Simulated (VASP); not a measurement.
# Mo (Im-3m) in VASP: notebook

The runs below take Mo through single point, with LDA.

Program: VASP 6.6.1. These are calculated values, not measurements. Logs are shortened: lines on timing, memory, paths and dates and some standing lists are left out, and cuts for length are marked.

## 1. The cell of the first run

It takes space group Im-3m (No. 229, cubic). The conventional cell has a = 3.168 Å, b = 3.168 Å, c = 3.168 Å, α = 90.00°, β = 90.00°, γ = 90.00°. Mo (site symmetry m-3m) has 14 Mo at 2.74 to 3.17 Å within 3.6 Å.

## 2. Single point, LDA, non-collinear spin, zero start, spin-orbit coupling

INCAR

```
SYSTEM = Mo
PREC = Accurate ; ENCUT = 520
EDIFF = 1E-6 ; ISMEAR = -1
SIGMA = 0.05 ; LREAL = .FALSE.
LASPH = .TRUE. ; NELM = 150
ALGO = Fast ; ISIF = 2
LWAVE = .FALSE. ; LCHARG = .FALSE.
MAGMOM = 0 0 0 ; LORBIT = 11
LSORBIT = .TRUE. ; GGA_COMPAT = .FALSE.
LORBMOM = .TRUE. ; LMAXMIX = 4
GGA = CA ; NBANDS = 25
```

KPOINTS

```
Automatic mesh
0
G
  9 9 9
  0 0 0
```

POSCAR

```
Mo
1.0
   -1.5838089719      1.5838089719      1.5838089719
    1.5838089719     -1.5838089719      1.5838089719
    1.5838089719      1.5838089719     -1.5838089719
Mo
1
Direct
    0.0000000000      0.0000000000      0.0000000000
```

Potentials or basis: VASP PAW LDA potentials, release 64 (Mo_sv).

Run with:

```sh
> cat potpaw_LDA.64/Mo_sv/POTCAR > POTCAR
> mpirun -np 1 vasp_ncl > vasp.out
```

OUTCAR:

```text
SYSTEM = Mo
   PREC = Accurate
   ENCUT = 520
   EDIFF = 1E-6
   ISMEAR = -1
   LREAL = .FALSE.
   LASPH = .TRUE.
   NELM = 150
   ISIF = 2
   LORBIT = 11
   LSORBIT = .TRUE.
   GGA = CA

 ion  position               nearest neighbor table
   1  0.000  0.000  0.000-

  LATTYP: Found a body centered cubic cell.
 ALAT       =     3.1676179438

  Lattice vectors:

 A1 = (  -1.5838089719,   1.5838089719,   1.5838089719)
 A2 = (   1.5838089719,  -1.5838089719,   1.5838089719)
 A3 = (   1.5838089719,   1.5838089719,  -1.5838089719)

Analysis of symmetry for initial positions (statically):
=====================================================================
 Subroutine PRICEL returns:
 Original cell was already a primitive cell.

 Routine SETGRP: Setting up the symmetry group for a
 body centered cubic supercell.

 Subroutine GETGRP returns: Found 48 space group operations
 (whereof 48 operations were pure point group operations)
 out of a pool of 48 trial point group operations.

The static configuration has the point symmetry O_h .

Analysis of symmetry for dynamics (positions and initial velocities):
=====================================================================
 Subroutine PRICEL returns:
 Original cell was already a primitive cell.

 Routine SETGRP: Setting up the symmetry group for a
 body centered cubic supercell.

 Subroutine GETGRP returns: Found 48 space group operations
 (whereof 48 operations were pure point group operations)
 out of a pool of 48 trial point group operations.

The dynamic configuration has the point symmetry O_h .

Analysis of structural, dynamic, and magnetic symmetry:
=====================================================================
 Subroutine PRICEL returns:
 Original cell was already a primitive cell.

 Routine SETGRP: Setting up the symmetry group for a
 body centered cubic supercell.

 Subroutine GETGRP returns: Found 48 space group operations
 (whereof 48 operations were pure point group operations)
 out of a pool of 48 trial point group operations.

The overall configuration has the point symmetry O_h .

 Subroutine INISYM returns: Found 48 space group operations
 (whereof 48 operations are pure point group operations),
 and found     1 'primitive' translations

----------------------------------------------------------------------------------------

[... 142 lines left out ...]

 val. band max:       12.1513045554   @ k =  -0.3333   0.3333   0.2222
 cond. band min:      12.3751079972   @ k =  -0.4444   0.4444   0.2222
 fundamental gap:      0.2238034418
 Fermi energy:        12.1641575141

 k-point     1 :       0.0000    0.0000    0.0000
  band No.  band energies     occupation
      1     -48.7407      1.00000
      2     -48.7407      1.00000
      3     -23.9359      1.00000
      4     -23.9359      1.00000
      5     -21.3808      1.00000
      6     -21.3808      1.00000
[... 661 lines left out ...]
     24      25.9057      0.00000
     25      28.6432      0.00000

 [... further k-points ...]
[... 5 lines left out ...]
  --------------------------------------------------------------------------------------
  -------------------------------------------------------------------------------------
  Total       -1.3132594     -1.3132594     -1.3132594      0.0000000     -0.0000000      0.0000000
  in kB     -132.4014425   -132.4014425   -132.4014425      0.0000000     -0.0000000      0.0000000
  external PRESSURE =    -132.4014425 kB  Pullay stress =       0.0000000 kB

 VOLUME and BASIS-vectors are now :
 -----------------------------------------------------------------------------
  energy-cutoff  :      520.00
  volume of cell :       15.89
      direct lattice vectors                 reciprocal lattice vectors
    -1.583808972  1.583808972  1.583808972     0.000000000  0.315694638  0.315694638
     1.583808972 -1.583808972  1.583808972     0.315694638  0.000000000  0.315694638
     1.583808972  1.583808972 -1.583808972     0.315694638  0.315694638  0.000000000

 POSITION                                       TOTAL-FORCE (eV/Angst)
 -----------------------------------------------------------------------------------
      0.00000      0.00000      0.00000        -0.000000      0.000000     -0.000000
 -----------------------------------------------------------------------------------
    total drift:                                0.000000     -0.000000     -0.000000

  FREE ENERGIE OF THE ION-ELECTRON SYSTEM (eV)
  ---------------------------------------------------
  free  energy   TOTEN  =       -12.2235661705 eV

  energy  without entropy=      -12.2181429374  energy(sigma->0) =      -12.22085455

 orbital moment (x)

 # of ion     p       d       tot
 ----------------------------------------
  1         0.000  -0.000  -0.000
 ----------------------------------------
            0.000  -0.000  -0.000

 orbital moment (y)

 # of ion     p       d       tot
 ----------------------------------------
  1         0.000   0.000   0.000
 ----------------------------------------
            0.000   0.000   0.000

 orbital moment (z)

 # of ion     p       d       tot
 ----------------------------------------
  1         0.000   0.000   0.000
 ----------------------------------------
            0.000   0.000   0.000

 Spin-Orbit-Coupling matrix elements

 Ion:    1  E_soc:     -0.2136441
 l=   1
     0.0000000    -0.0312781    -0.0312781
    -0.0312781     0.0000000    -0.0312781
    -0.0312781    -0.0312781     0.0000000
 l=   2
     0.0000000    -0.0010896     0.0000000    -0.0010896    -0.0032397
    -0.0010896     0.0000000    -0.0024298    -0.0010896    -0.0008099
     0.0000000    -0.0024298     0.0000000    -0.0024298     0.0000000
    -0.0010896    -0.0010896    -0.0024298     0.0000000    -0.0008099
    -0.0032397    -0.0008099     0.0000000    -0.0008099     0.0000000
 l=   3
     0.0000000     0.0000000     0.0000000     0.0000000     0.0000000     0.0000000     0.0000000
     0.0000000     0.0000000     0.0000000     0.0000000     0.0000000     0.0000000     0.0000000
     0.0000000     0.0000000     0.0000000     0.0000000     0.0000000     0.0000000     0.0000000
     0.0000000     0.0000000     0.0000000     0.0000000     0.0000000     0.0000000     0.0000000
     0.0000000     0.0000000     0.0000000     0.0000000     0.0000000     0.0000000     0.0000000
     0.0000000     0.0000000     0.0000000     0.0000000     0.0000000     0.0000000     0.0000000
     0.0000000     0.0000000     0.0000000     0.0000000     0.0000000     0.0000000     0.0000000

 total charge

# of ion       s       p       d       tot
------------------------------------------
    1        2.382   6.200   3.902  12.484

 magnetization (x)

# of ion       s       p       d       tot
------------------------------------------
    1        0.000   0.000  -0.000  -0.000

 magnetization (y)

# of ion       s       p       d       tot
------------------------------------------
    1        0.000  -0.000   0.000  -0.000

 magnetization (z)

# of ion       s       p       d       tot
------------------------------------------
    1        0.000  -0.000   0.000  -0.000
```

stdout:

```text
POSCAR found type information on POSCAR Mo
 POSCAR found :  1 types and       1 ions
 scaLAPACK will be used
 LDA part: xc-table for (Slater(with rela. corr.)+CA(PZ))
 , standard interpolation
 POSCAR, INCAR and KPOINTS ok, starting setup
 FFT: planning ... GRIDC
 FFT: planning ... GRID_SOFT
 FFT: planning ... GRID
 WAVECAR not read
 entering main loop
```

Run time: 52 s. Hardware: 1 thread of AMD EPYC 7R13, shared host; peak memory 0.12 GiB.

What came out:

```yaml
Free_energy: -12.2236 eV
Pressure: -13.2 GPa
Net_moment: 0.00 μB per cell
Valence_electrons_inside_the_program's_atomic_spheres: Mo 12.48
```

Moments on the atoms (μB; x, y, z):
```
Mo  0.00 0.00 0.00
```

## 3. Single point, LDA (volume scaled by 0.96)

INCAR

```
SYSTEM = Mo
PREC = Accurate
ENCUT = 520
EDIFF = 1E-7
ISMEAR = -1
SIGMA = 0.05
LREAL = .FALSE.
LASPH = .TRUE.
NELM = 60
ALGO = Normal
ISIF = 2
LWAVE = .FALSE.
LCHARG = .TRUE.
GGA = CA
LELF = .TRUE.
LVHAR = .TRUE.
NBANDS = 13
```

KPOINTS

```
Automatic mesh
0
G
  12 12 12
  0 0 0
```

POSCAR

```
Mo
1.0
   -1.5624035240      1.5624035240      1.5624035240
    1.5624035240     -1.5624035240      1.5624035240
    1.5624035240      1.5624035240     -1.5624035240
Mo
1
Direct
    0.0000000000      0.0000000000      0.0000000000
```

Potentials or basis: VASP PAW LDA potentials, release 64 (Mo_sv).

Run with:

```sh
> cat potpaw_LDA.64/Mo_sv/POTCAR > POTCAR
> mpirun -np 1 vasp_std > vasp.out
```

OUTCAR:

```text
SYSTEM = Mo
   PREC = Accurate
   ENCUT = 520
   EDIFF = 1E-7
   ISMEAR = -1
   LREAL = .FALSE.
   LASPH = .TRUE.
   NELM = 60
   ISIF = 2
   GGA = CA

 ion  position               nearest neighbor table
   1  0.000  0.000  0.000-

  LATTYP: Found a body centered cubic cell.
 ALAT       =     3.1248070480

  Lattice vectors:

 A1 = (  -1.5624035240,   1.5624035240,   1.5624035240)
 A2 = (   1.5624035240,  -1.5624035240,   1.5624035240)
 A3 = (   1.5624035240,   1.5624035240,  -1.5624035240)

Analysis of symmetry for initial positions (statically):
=====================================================================
 Subroutine PRICEL returns:
 Original cell was already a primitive cell.

 Routine SETGRP: Setting up the symmetry group for a
 body centered cubic supercell.

 Subroutine GETGRP returns: Found 48 space group operations
 (whereof 48 operations were pure point group operations)
 out of a pool of 48 trial point group operations.

The static configuration has the point symmetry O_h .

Analysis of symmetry for dynamics (positions and initial velocities):
=====================================================================
 Subroutine PRICEL returns:
 Original cell was already a primitive cell.

 Routine SETGRP: Setting up the symmetry group for a
 body centered cubic supercell.

 Subroutine GETGRP returns: Found 48 space group operations
 (whereof 48 operations were pure point group operations)
 out of a pool of 48 trial point group operations.

The dynamic configuration has the point symmetry O_h .

 Subroutine INISYM returns: Found 48 space group operations
 (whereof 48 operations are pure point group operations),
 and found     1 'primitive' translations

----------------------------------------------------------------------------------------

                                     Primitive cell

  volume of cell :      15.2560
[... 106 lines left out ...]
     AMIX     =   0.40;   BMIX     =  1.00
     AMIX_MAG =   1.60;   BMIX_MAG =  1.00
  volume/ion in A,a.u.               =      15.26       102.95
  Fermi-wavevector in a.u.,A,eV,Ry     =   1.590881  3.006329 34.435008  2.530902
  Thomas-Fermi vector in A             =   2.689507
   LORBIT       =      0    0 simple, 1 ext, 2 COOP (PROOUT), +10 PAW based schemes
   GGA     = CA    functional components
   LHFCALC =     F    Hartree Fock is set to
   AEXX    =    0.0000 exact exchange contribution
   IVDW    =     0    specifies the selected vdW correction
   LEPSILON=     F    determine dielectric tensor
   LRPA    =     F    only Hartree local field effects (RPA)
 non-spin polarized calculation
  energy-cutoff  :      520.00
  volume of cell :       15.26
 maximum number of plane-waves:       420
   NGX =  9   NGY =  9   NGZ =  9

 number of electron      13.9999997 magnetization

 Free energy of the ion-electron system (eV)
  ---------------------------------------------------
  ext. energy  EPLUGINS =         0.00000000
  ---------------------------------------------------
  free energy    TOTEN  =       -12.14598134 eV

  energy without entropy =      -12.14383495  energy(sigma->0) =      -12.14490815

 E-fermi :  12.8058     XC(G=0): -13.7402

 val. band max:       12.7086218032   @ k =  -0.1667   0.2500   0.0833
 cond. band min:      12.8504525709   @ k =   0.5000   0.5000   0.0833
 fundamental gap:      0.1418307677
 Fermi energy:        12.8057770120

 k-point     1 :       0.0000    0.0000    0.0000
  band No.  band energies     occupation
      1     -48.0800      2.00000
      2     -21.4611      2.00000
      3     -21.4611      2.00000
      4     -21.4611      2.00000
      5       5.5586      2.00000
      6      11.4407      2.00000
      7      11.4407      2.00000
      8      11.4407      2.00000
      9      14.5312      0.00000
     10      14.5312      0.00000
     11      27.7245      0.00000
     12      27.7245      0.00000
     13      27.7245      0.00000
[... 354 lines left out ...]
  band No.  band energies     occupation
      1     -47.7746      2.00000
      2     -22.8962      2.00000
      3     -22.0228      2.00000
      4     -21.5787      2.00000
      5       7.9805      2.00000
      6       9.3361      2.00000
      7      13.2849      0.00014
      8      14.7518      0.00000
      9      15.2564      0.00000
     10      19.4825      0.00000
     11      24.2321      0.00000
     12      25.4730      0.00000
     13      29.1873      0.00000

 [... further k-points ...]
[... 5 lines left out ...]
  --------------------------------------------------------------------------------------
  -------------------------------------------------------------------------------------
  Total       -0.2447735     -0.2447735     -0.2447735     -0.0000000      0.0000000     -0.0000000
  in kB      -25.7060533    -25.7060533    -25.7060533     -0.0000000      0.0000000     -0.0000000
  external PRESSURE =     -25.7060533 kB  Pullay stress =       0.0000000 kB

 VOLUME and BASIS-vectors are now :
 -----------------------------------------------------------------------------
  energy-cutoff  :      520.00
  volume of cell :       15.26
      direct lattice vectors                 reciprocal lattice vectors
    -1.562403524  1.562403524  1.562403524     0.000000000  0.320019760  0.320019760
     1.562403524 -1.562403524  1.562403524     0.320019760  0.000000000  0.320019760
     1.562403524  1.562403524 -1.562403524     0.320019760  0.320019760  0.000000000

 POSITION                                       TOTAL-FORCE (eV/Angst)
 -----------------------------------------------------------------------------------
      0.00000      0.00000      0.00000         0.000000     -0.000000      0.000000
 -----------------------------------------------------------------------------------
    total drift:                               -0.000000     -0.000000      0.000000

  FREE ENERGIE OF THE ION-ELECTRON SYSTEM (eV)
  ---------------------------------------------------
  free  energy   TOTEN  =       -12.1459813370 eV

  energy  without entropy=      -12.1438349536  energy(sigma->0) =      -12.14490815
```

OSZICAR:

```text
N       E                     dE             d eps       ncg     rms          rms(c)
DAV:   1     0.964897506103E+02    0.96490E+02   -0.79312E+03  1880   0.111E+03
DAV:   2    -0.116679548337E+02   -0.10816E+03   -0.10406E+03  2087   0.321E+02
DAV:   3    -0.128601729072E+02   -0.11922E+01   -0.11892E+01  2147   0.350E+01
DAV:   4    -0.128631240281E+02   -0.29511E-02   -0.29511E-02  2047   0.205E+00
DAV:   5    -0.128631448273E+02   -0.20799E-04   -0.20800E-04  2167   0.154E-01    0.164E+01
DAV:   6    -0.122484879998E+02    0.61466E+00   -0.71703E-01  1932   0.108E+01    0.428E+00
DAV:   7    -0.121530502683E+02    0.95438E-01   -0.14007E-01  2067   0.442E+00    0.973E-01
DAV:   8    -0.121460199910E+02    0.70303E-02   -0.51830E-03  1932   0.881E-01    0.225E-01
DAV:   9    -0.121459699949E+02    0.49996E-04   -0.14351E-04  2168   0.146E-01    0.782E-02
DAV:  10    -0.121459813066E+02   -0.11312E-04   -0.81713E-06  1947   0.338E-02    0.188E-03
DAV:  11    -0.121459813370E+02   -0.30368E-07   -0.63903E-08  1521   0.308E-03
   1 F= -.12145981E+02 E0= -.12144908E+02  d E =-.214638E-02
```

Run time: 19 s. Hardware: 1 thread of AMD EPYC 7R13, shared host; peak memory 0.09 GiB.

What came out:

```yaml
Free_energy: -12.1460 eV
Pressure: -2.6 GPa
Band_gap_on_the_k_mesh: zero (band 7 reaches 17.01 eV, above the bottom of band 8 at 11.44 eV)
```

Levels at points of the mesh, in eV from the Fermi level:
```tsv
k point	band 4	band 5	band 6	band 7	band 8	band 9	band 10	band 11
(0.00, 0.00, 0.00)	-34.27	-7.25	-1.37	-1.37	-1.37	1.73	1.73	14.92
(0.50, 0.00, 0.00)	-34.28	-5.43	-3.47	1.78	1.83	2.42	5.01	12.07
(0.50, 0.50, 0.50)	-35.32	-5.60	-5.60	4.21	4.21	4.21	9.30	9.30
```

(Continued in part 2 of 2.)
